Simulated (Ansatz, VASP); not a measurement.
Given: the input of a run of Ansatz 0.2.0 on SiC.

File input.yaml:

```yaml
crystal:
  lattice:
    - [3.0963714546, 0.0, 0.0]
    - [-1.5481857273, 2.6815363392, 0.0]
    - [0.0, 0.0, 5.0814314379]
  atoms:
    - { symbol: Si, position: [0.6666666667, 0.3333333333, 0.5] }
    - { symbol: Si, position: [0.3333333333, 0.6666666667, 0.0] }
    - { symbol: C, position: [0.6666666667, 0.3333333333, 0.885] }
    - { symbol: C, position: [0.3333333333, 0.6666666667, 0.385] }
hamiltonian:
  xc: pbesol
  pseudopotentials: { kind: paw }
  dispersion: d3bj
kpoints:
  mp_grid: { grid: [10, 10, 5] }
scf:
  occupations: { method: fermi_dirac, width: 0.05 }
output:
  forces: true
  stress: true
  eigenvalues: true
```

Potentials or basis: Ansatz PAW.

Command:

```console
$ ansatz run input.yaml --threads 2 --pin off --max-ram 5120MiB --backend cpu --events-out ev --progress --plain --runs-dir out
```

Question: Set up the same calculation for VASP 6.6.1. Potentials there: VASP PAW PBE potentials, release 64 (Si, C).

Answer: As run (the cutoff follows the program's own potentials):

File INCAR:

```
ALGO     = Normal         # electronic algorithm
EDIFF    = 1E-6           # SCF threshold, eV
ENCUT    = 520            # plane-wave cutoff, eV
GGA      = PS             # functional
ISIF     = 2              # what is computed and relaxed
ISMEAR   = -1             # smearing method
IVDW     = 12             # dispersion correction
LASPH    = True           # aspherical terms in the spheres
LCHARG   = False          # write CHGCAR
LREAL    = False          # projectors in reciprocal space
LWAVE    = False          # write WAVECAR
NBANDS   = 16             # bands
NELM     = 100            # most SCF steps
PREC     = Accurate       # precision mode
SIGMA    = 0.05           # smearing width, eV
```

The input KPOINTS:

```
k-points
0
Gamma
  10 10 5
```

The input POSCAR:

```
SiC
1.0
    3.0963714546      0.0000000000      0.0000000000
   -1.5481857273      2.6815363392      0.0000000000
    0.0000000000      0.0000000000      5.0814314379
Si C
2 2
Direct
    0.6666666667      0.3333333333      0.5000000000
    0.3333333333      0.6666666667      0.0000000000
    0.6666666667      0.3333333333      0.8850000000
    0.3333333333      0.6666666667      0.3850000000
```

Potentials or basis: VASP PAW PBE potentials, release 64 (Si, C).

Command:

```console
$ cat potpaw_PBE.64/Si/POTCAR potpaw_PBE.64/C/POTCAR > POTCAR
$ mpirun -np 1 vasp_std > vasp.out
```

Both were run:

|  | VASP | Ansatz | Ansatz less VASP |
| --- | --- | --- | --- |
| gap on the k mesh at the Fermi level (eV) | 2.35 | 2.36 | +0.009 |
| least direct gap on the mesh (eV) | 3.92 | 3.92 | +0.008 |
| pressure (GPa) | -7.3 | -7.6 | -0.33 |
| traceless stress, the component that is largest in VASP (GPa) | -2.77 | -2.72 | +0.051 |
| rms of the force components (eV/Å) | 0.416 | 0.413 | -0.0024 |

VASP's potentials were made for PBE, not for PBEsol. Atom by atom the forces differ by 0.002 eV/Å (rms over components).

Noted on Ansatz's run: odd divisions of the mesh miss points on the zone boundary, where band edges often lie, so the gap on the mesh can be too wide.
